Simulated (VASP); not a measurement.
# LiSi16 (a cell with a defect) in VASP: a series of runs

Runs on LiSi16 (a cell with a defect). Level: r2SCAN. Tasks: single point.

Everything below comes from runs of VASP 6.6.1. Logs are shortened: lines on timing, memory, paths and dates and some standing lists are left out, and cuts for length are marked.

## Step 1: The cell of the first run

The cell holds a defect, 17 atoms: a = 7.679 Å, b = 7.679 Å, c = 7.679 Å, α = 60.00°, β = 60.00°, γ = 60.00°.

## Step 2: Single point, r2SCAN

File POSCAR:

```
LiSi16
1.0
    0.0000000000      5.4300000000      5.4300000000
    5.4300000000      0.0000000000      5.4300000000
    5.4300000000      5.4300000000      0.0000000000
Si Li
16 1
Direct
   -0.0035722836     -0.0011787293     -0.0009159300
    0.1063535912      0.1312351750      0.1314990792
   -0.0035833333     -0.0011754144      0.5062566298
    0.1291085635      0.1210402394      0.6252170350
   -0.0035724678      0.5059883057     -0.0009151934
    0.1291058932      0.6249535912      0.1213086556
    0.0182720074      0.4939261510      0.4941966851
    0.1291071823      0.6249565378      0.6252176796
    0.4774072744      0.0075391344      0.0078330571
    0.6197170350      0.1199067219      0.1201805709
    0.5024682320     -0.0104916206      0.5043089319
    0.6197014733      0.1199036832      0.6408101289
    0.5024700737      0.5040258748     -0.0102010129
    0.6197179558      0.6405135359      0.1201807551
    0.5024674033      0.5040337017      0.5043077348
    0.6460787293      0.6179829650      0.6182720994
    0.6622953959      0.2792303867      0.2795581952
```

File INCAR.step1:

```
SYSTEM = LiSi16
ALGO     = Normal         ! electronic algorithm
EDIFF    = 1E-4           ! SCF threshold, eV
ENCUT    = 520            ! plane-wave cutoff, eV
GGA      = PE             ! functional
ISMEAR   = 0              ! smearing method
LASPH    = .TRUE.         ! aspherical terms in the spheres
LCHARG   = .FALSE.        ! write CHGCAR
LREAL    = Auto         
LWAVE    = .TRUE.         ! write WAVECAR
NBANDS   = 48             ! bands
NELECT   = 66.0         
NELM     = 80             ! most SCF steps
PREC     = Accurate       ! precision mode
SIGMA    = 0.02           ! smearing width, eV
```

File INCAR.step2:

```
SYSTEM = LiSi16
ALGO     = Normal         ! electronic algorithm
EDIFF    = 1E-6           ! SCF threshold, eV
ENCUT    = 520            ! plane-wave cutoff, eV
ISIF     = 2              ! what is computed and relaxed
ISMEAR   = 0              ! smearing method
ISTART   = 1            
LASPH    = .TRUE.         ! aspherical terms in the spheres
LCHARG   = .FALSE.        ! write CHGCAR
LMIXTAU  = .TRUE.       
LREAL    = Auto         
LWAVE    = .FALSE.        ! write WAVECAR
METAGGA  = R2SCAN         ! meta-GGA
NBANDS   = 48             ! bands
NELECT   = 66.0         
NELM     = 80             ! most SCF steps
PREC     = Accurate       ! precision mode
SIGMA    = 0.02           ! smearing width, eV
```

File KPOINTS:

```
k-points
0
G
  2 2 2
  0 0 0
```

Potentials or basis: VASP PAW PBE potentials, release 64 (Si, Li_sv).

On the command line:

```
cat potpaw_PBE.64/Si/POTCAR potpaw_PBE.64/Li_sv/POTCAR > POTCAR
cp INCAR.step1 INCAR
mpirun -np 1 vasp_std > vasp.out
cp INCAR.step2 INCAR
mpirun -np 1 vasp_std > vasp.out
```

OUTCAR:

```text
SYSTEM = LiSi16
   EDIFF = 1E-6
   ENCUT = 520
   ISIF = 2
   ISMEAR = 0
   ISTART = 1
   LASPH = .TRUE.
   LREAL = Auto
   METAGGA = R2SCAN
   NELECT = 66.0
   NELM = 80
   PREC = Accurate

 ion  position               nearest neighbor table
   1  0.996  0.999  0.999-   4 2.34   6 2.34   2 2.35  10 2.36
   2  0.106  0.131  0.131-   9 2.33   5 2.35   1 2.35   3 2.35  17 2.78
   3  0.996  0.999  0.506-   4 2.34   8 2.34   2 2.35  12 2.36
   4  0.129  0.121  0.625-   7 2.34  11 2.34   1 2.34   3 2.34
   5  0.996  0.506  0.999-   8 2.34   6 2.34   2 2.35  14 2.36
   6  0.129  0.625  0.121-   7 2.34  13 2.34   5 2.34   1 2.34
   7  0.018  0.494  0.494-  16 2.33   4 2.34   8 2.34   6 2.34
   8  0.129  0.625  0.625-   7 2.34  15 2.34   5 2.34   3 2.34
   9  0.477  0.008  0.008-  12 2.31  10 2.31  14 2.31   2 2.33
  10  0.620  0.120  0.120-   9 2.31  17 2.32   1 2.36  13 2.41  11 2.41
  11  0.502  0.990  0.504-  16 2.33   4 2.34  10 2.41  12 2.41  17 2.49
  12  0.620  0.120  0.641-   9 2.31  17 2.32   3 2.36  11 2.41  15 2.41
  13  0.502  0.504  0.990-  16 2.33   6 2.34  14 2.41  10 2.41  17 2.49
  14  0.620  0.641  0.120-   9 2.31  17 2.32   5 2.36  13 2.41  15 2.41
  15  0.502  0.504  0.504-  16 2.33   8 2.34  14 2.41  12 2.41  17 2.49
  16  0.646  0.618  0.618-  15 2.33  11 2.33  13 2.33   7 2.33
  17  0.662  0.279  0.280-  12 2.32  10 2.32  14 2.32  11 2.49  15 2.49  13 2.49   2 2.78

  LATTYP: Found a face centered cubic cell.
 ALAT       =    10.8600000000

  Lattice vectors:

 A1 = (   0.0000000000,   5.4300000000,   5.4300000000)
 A2 = (   5.4300000000,   0.0000000000,   5.4300000000)
 A3 = (   5.4300000000,   5.4300000000,   0.0000000000)

Analysis of symmetry for initial positions (statically):
=====================================================================
 Subroutine PRICEL returns:
 Original cell was already a primitive cell.

 Routine SETGRP: Setting up the symmetry group for a
 face centered cubic supercell.

 Subroutine GETGRP returns: Found  2 space group operations
 (whereof  1 operations were pure point group operations)
 out of a pool of 48 trial point group operations.

The static configuration has the point symmetry C_1 .
 The point group associated with its full space group is C_1h.

Analysis of symmetry for dynamics (positions and initial velocities):
=====================================================================
 Subroutine PRICEL returns:
 Original cell was already a primitive cell.

 Routine SETGRP: Setting up the symmetry group for a
 face centered cubic supercell.

 Subroutine GETGRP returns: Found  2 space group operations
 (whereof  1 operations were pure point group operations)
 out of a pool of 48 trial point group operations.

The dynamic configuration has the point symmetry C_1 .
 The point group associated with its full space group is C_1h.

 Subroutine INISYM returns: Found  2 space group operations
 (whereof  1 operations are pure point group operations),
 and found     1 'primitive' translations

----------------------------------------------------------------------------------------

                                     Primitive cell

  volume of cell :     320.2060

  direct lattice vectors                    reciprocal lattice vectors
     0.000000000  5.430000000  5.430000000    -0.092081031  0.092081031  0.092081031
     5.430000000  0.000000000  5.430000000     0.092081031 -0.092081031  0.092081031
     5.430000000  5.430000000  0.000000000     0.092081031  0.092081031 -0.092081031

  length of vectors
     7.679179644  7.679179644  7.679179644     0.159489025  0.159489025  0.159489025

  position of ions in fractional coordinates (direct lattice)
     0.996427716  0.998821271  0.999084070
     0.106353591  0.131235175  0.131499079
     0.996416667  0.998824586  0.506256630
     0.129108563  0.121040239  0.625217035
     0.996427532  0.505988306  0.999084807
     0.129105893  0.624953591  0.121308656
[... 9 lines left out ...]
     0.646078729  0.617982965  0.618272099
     0.662295396  0.279230387  0.279558195

  ion indices of the primitive-cell ions
   primitive index   ion index
                 1           1
                 2           2
                 3           3
                 4           4
                 5           5
                 6           6
[... 9 lines left out ...]
                16          16
                17          17

----------------------------------------------------------------------------------------

 KPOINTS: k-points

Automatic generation of k-mesh.
 Grid dimensions read from file:
 generate k-points for:    2    2    2

 Generating k-lattice:

  Cartesian coordinates                     Fractional coordinates (reciprocal lattice)
    -0.046040516  0.046040516  0.046040516     0.500000000  0.000000000  0.000000000
     0.046040516 -0.046040516  0.046040516     0.000000000  0.500000000  0.000000000
     0.046040516  0.046040516 -0.046040516     0.000000000  0.000000000  0.500000000

  Length of vectors
     0.079744512  0.079744512  0.079744512

  Shift w.r.t. Gamma in fractional coordinates (k-lattice)
     0.000000000  0.000000000  0.000000000

 Subroutine IBZKPT returns following result:
 ===========================================

 Found      6 irreducible k-points:

 Following reciprocal coordinates:
            Coordinates               Weight
  0.000000  0.000000  0.000000      1.000000
  0.500000  0.000000  0.000000      1.000000
  0.000000  0.500000  0.000000      2.000000
  0.000000  0.000000  0.500000      1.000000
  0.500000  0.500000  0.000000      2.000000
  0.500000  0.000000  0.500000      1.000000
   k-points           NKPTS =      6   k-points in BZ     NKDIM =      6   number of bands    NBANDS=     48
   number of dos      NEDOS =    301   number of ions     NIONS =     17
   total plane-waves  NPLWV = 216000
   dimension x,y,z NGX =    60 NGY =   60 NGZ =   60
   dimension x,y,z NGXF=   120 NGYF=  120 NGZF=  120
   ions per type =              16   1
   NGX,Y,Z   is equivalent  to a cutoff of  12.99, 12.99, 12.99 a.u.
   NGXF,Y,Z  is equivalent  to a cutoff of  25.98, 25.98, 25.98 a.u.
 SYSTEM =  LiSi16
   PREC   = accura    normal or accurate (medium, high low for compatibility)
   ISTART =      1    job   : 0-new  1-cont  2-samecut
   ICHARG =      0    charge: 1-file 2-atom 10-const
   ISPIN  =      1    spin polarized calculation?
   LNONCOLLINEAR =      F non collinear calculations
   LSORBIT =      F    spin-orbit coupling
   LASPH  =      T    aspherical Exc in radial PAW
   ENCUT  =  520.0 eV  38.22 Ry    6.18 a.u.  14.28 14.28 14.28*2*pi/ulx,y,z
   NELM   =     80;   NELMIN=  2; NELMDL=  0     # of ELM steps
   EDIFF  = 0.1E-05   stopping-criterion for ELM
   LREAL  =      T    real-space projection
   EDIFFG = 0.1E-04   stopping-criterion for IOM
   NSW    =      0    number of steps for IOM
   IBRION =     -1    ionic relax: 0-MD 1-quasi-New 2-CG
   NFREE  =      0    steps in history (QN), initial steepest desc. (CG)
   ISIF   =      2    stress and relaxation
   ISYM   =      2    0-nonsym 1-usesym 2-fastsym
   POTIM  = 0.5000    time-step for ionic-motion
   TEBEG  =    0.0;   TEEND  =   0.0 temperature during run
   PSTRESS=    0.0 pullay stress
   NELECT =      66.0000    total number of electrons
   NUPDOWN=      -1.0000    fix difference up-down
   EMIN   =  10.00;   EMAX   =-10.00  energy-range for DOS
   EFERMI =   0.00;   METHOD = LEGACY
   ISMEAR =     0;   SIGMA  =   0.02  broadening in eV -4-tet -1-fermi 0-gaus
   EFERMI_NEDOS =   21; number of points for ismear=-14 and -15
   IALGO  =     38    algorithm
   IMIX   =      4    mixing-type and parameters
     AMIX     =   0.40;   BMIX     =  1.00
     AMIX_MAG =   1.60;   BMIX_MAG =  1.00
  volume/ion in A,a.u.               =      18.84       127.11
  Fermi-wavevector in a.u.,A,eV,Ry     =   0.967044  1.827449 12.723821  0.935174
  Thomas-Fermi vector in A             =   2.096897
   LORBIT       =      0    0 simple, 1 ext, 2 COOP (PROOUT), +10 PAW based schemes
   METAGGA = R2SCAN    functional components
   LHFCALC =     F    Hartree Fock is set to
   AEXX    =    0.0000 exact exchange contribution
   IVDW    =     0    specifies the selected vdW correction
   LEPSILON=     F    determine dielectric tensor
   LRPA    =     F    only Hartree local field effects (RPA)
 non-spin polarized calculation
 Gauss-broadening in eV      SIGMA  =   0.02
  energy-cutoff  :      520.00
  volume of cell :      320.21
 maximum number of plane-waves:      8646
 NGX is ok and might be reduce to    60
   NGX = 29   NGY = 29   NGZ = 29

 number of electron      66.0000000 magnetization

 Free energy of the ion-electron system (eV)
  ---------------------------------------------------
  ext. energy  EPLUGINS =         0.00000000
  ---------------------------------------------------
  free energy    TOTEN  =      -147.50534747 eV

  energy without entropy =     -147.50534747  energy(sigma->0) =     -147.50534747

 E-fermi :   6.0709     XC(G=0):  -9.8958

 val. band max:        5.9591393809   @ k =   0.0000   0.0000   0.0000
 cond. band min:       6.6357254119   @ k =   0.0000   0.0000   0.0000
 fundamental gap:      0.6765860310
 Fermi energy:         6.0708942421

 k-point     1 :       0.0000    0.0000    0.0000
  band No.  band energies     occupation
      1     -42.0965      2.00000
      2      -6.5680      2.00000
      3      -4.2053      2.00000
      4      -4.1445      2.00000
      5      -4.1444      2.00000
      6      -4.1136      2.00000
[... 37 lines left out ...]
     44       8.4033      0.00000
     45       8.4035      0.00000

 k-point     2 :       0.5000    0.0000    0.0000
  band No.  band energies     occupation
      1     -42.0965      2.00000
      2      -5.7966      2.00000
      3      -5.6613      2.00000
      4      -3.8567      2.00000
      5      -3.8262      2.00000
      6      -3.8261      2.00000
[... 184 lines left out ...]
 k-point     6 :       0.5000    0.0000    0.5000
  band No.  band energies     occupation
      1     -42.0965      2.00000
      2      -5.4970      2.00000
      3      -5.3992      2.00000
      4      -4.4759      2.00000
      5      -4.4483      2.00000
      6      -4.4416      2.00000
[... 37 lines left out ...]
     44      10.5357      0.00000
     45      10.5849      0.00000
 [bands above 45 left out]

------------------------ aborting loop because EDIFF is reached ----------------------------------------

  FORCE on cell =-STRESS in cart. coord.  units (eV):
  Direction    XX          YY          ZZ          XY          YZ          ZX
  --------------------------------------------------------------------------------------
  -------------------------------------------------------------------------------------
  Total       -3.6121471     -3.6122846     -3.6121471      0.7260262     -0.7260261      0.7200570
  in kB      -18.0736776    -18.0743652    -18.0736776      3.6327324     -3.6327318      3.6028648
  external PRESSURE =     -18.0739068 kB  Pullay stress =       0.0000000 kB

 VOLUME and BASIS-vectors are now :
 -----------------------------------------------------------------------------
  energy-cutoff  :      520.00
  volume of cell :      320.21
      direct lattice vectors                 reciprocal lattice vectors
     0.000000000  5.430000000  5.430000000    -0.092081031  0.092081031  0.092081031
     5.430000000  0.000000000  5.430000000     0.092081031 -0.092081031  0.092081031
     5.430000000  5.430000000  0.000000000     0.092081031  0.092081031 -0.092081031

 POSITION                                       TOTAL-FORCE (eV/Angst)
 -----------------------------------------------------------------------------------
     10.84863     10.83563     10.83420        -0.011320     -0.053889     -0.054819
      1.42665      1.29154      1.29011        -0.026007      0.026454      0.026007
      8.17259      8.15952     10.83416         0.055156      0.012280     -0.055156
      4.05218      4.09599      1.35831         0.038041     -0.037158     -0.027179
      8.17255     10.83563      8.15812         0.054819     -0.053889      0.011320
      4.05220      1.35975      4.09454         0.037608     -0.025965     -0.037608
[... 9 lines left out ...]
      6.71286      6.86542      6.86386         0.043997     -0.042774     -0.043997
      3.03422      5.11426      5.11248        -0.515118      0.499370      0.515118
 -----------------------------------------------------------------------------------
    total drift:                               -0.050423      0.016519      0.029054

  FREE ENERGIE OF THE ION-ELECTRON SYSTEM (eV)
  ---------------------------------------------------
  free  energy   TOTEN  =      -147.5053474735 eV

  energy  without entropy=     -147.5053474735  energy(sigma->0) =     -147.50534747
```

Run time: 4.7 min. Hardware: 1 thread of Intel Xeon 6975P-C (Granite Rapids), shared host; peak memory 0.55 GiB.

Results:

```
Free energy   : -147.5053 eV
Largest force : 0.883 eV/Å
```

Forces on the atoms (eV/Å):
```
Si  -0.011 -0.054 -0.055
Si  -0.026  0.026  0.026
Si   0.055  0.012 -0.055
Si   0.038 -0.037 -0.027
Si   0.055 -0.054  0.011
Si   0.038 -0.026 -0.038
Si   0.028 -0.028 -0.028
Si   0.027 -0.037 -0.038
Si   0.051 -0.050 -0.051
Si   0.040 -0.018 -0.021
Si   0.064 -0.062 -0.010
Si   0.019 -0.039 -0.019
Si   0.063 -0.009 -0.063
Si   0.021 -0.018 -0.040
Si   0.010 -0.062 -0.064
Si   0.044 -0.043 -0.044
Li  -0.515  0.499  0.515
```

Caveat: the k points lie up to 0.50 Å⁻¹ apart; the cell carries a net charge on a neutralising background, which shifts energy and pressure; the cell is charged against a uniform background, so pressure and absolute levels hang on convention; the cutoff is under 1.25 times the usual one of these potentials, so pressure, stress and relaxed cells hold a basis-set (Pulay) error; the PAW data sets were made with another functional, which shifts forces and pressure a little.

[end of part 1 of 2]
